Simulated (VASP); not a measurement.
Write the native input for VASP 6.6.1 that does the following.

| Item | Value |
| --- | --- |
| Task | electric field gradients |
| Functional | PBEsol |
| Potentials or basis | VASP PAW PBE potentials, release 64 (Be) |
| Cutoff | 520 eV |
| k mesh | 9 × 9 × 14 |
| Occupations | fermi-dirac, width 0.05 eV |
| Spin | no spin polarisation |
| Dipole correction | no |
| Further INCAR settings | ALGO = Normal; EDIFF = 1e-08; NBANDS = 12 |

The structure of Be lies in POSCAR:

```
Be
1.0
    3.7961198385      0.0000000000      0.0000000000
    0.0000000000      3.7961198385      0.0000000000
    0.0000000000      0.0000000000      2.3113002848
Be
4
Direct
    0.2974080000      0.2974080000      0.0000000000
    0.7025920000      0.7025920000      0.0000000000
    0.2025920000      0.7974080000      0.5000000000
    0.7974080000      0.2025920000      0.5000000000
```

One way to write it, as run:

INCAR

```
ALGO = Normal ; EDIFF = 1E-8
ENCUT = 520 ; GGA = PS
ISIF = 2 ; ISMEAR = -1
LASPH = T ; LCHARG = F
LEFG = T ; LREAL = F
LWAVE = F ; NBANDS = 12
NELM = 60 ; PREC = Accurate
SIGMA = 0.05
```

KPOINTS

```
k-points
0
Gamma
  9 9 14
```

Potentials or basis: VASP PAW PBE potentials, release 64 (Be).

Command:

```console
$ cat potpaw_PBE.64/Be/POTCAR > POTCAR
$ mpirun -np 1 vasp_std > vasp.out
```

It gave:

* Pressure: -5.1 GPa
* Largest force: 0.018 eV/Å
* Band gap on the k mesh: zero (bands 4 and 5 overlap by 2.04 eV)
* Largest electric field gradient by atom: Be +1.7 V/Å²

Caveat: the cell stands under tension; without QUAD_EFG the Cq values of the log hold for a quadrupole moment of 1 mb, not for the nuclei; the PAW data sets were made with another functional, which shifts forces and pressure a little.

Wall time 45 s on 1 thread of Intel Xeon 8259CL (shared host), peak memory 0.16 GiB.
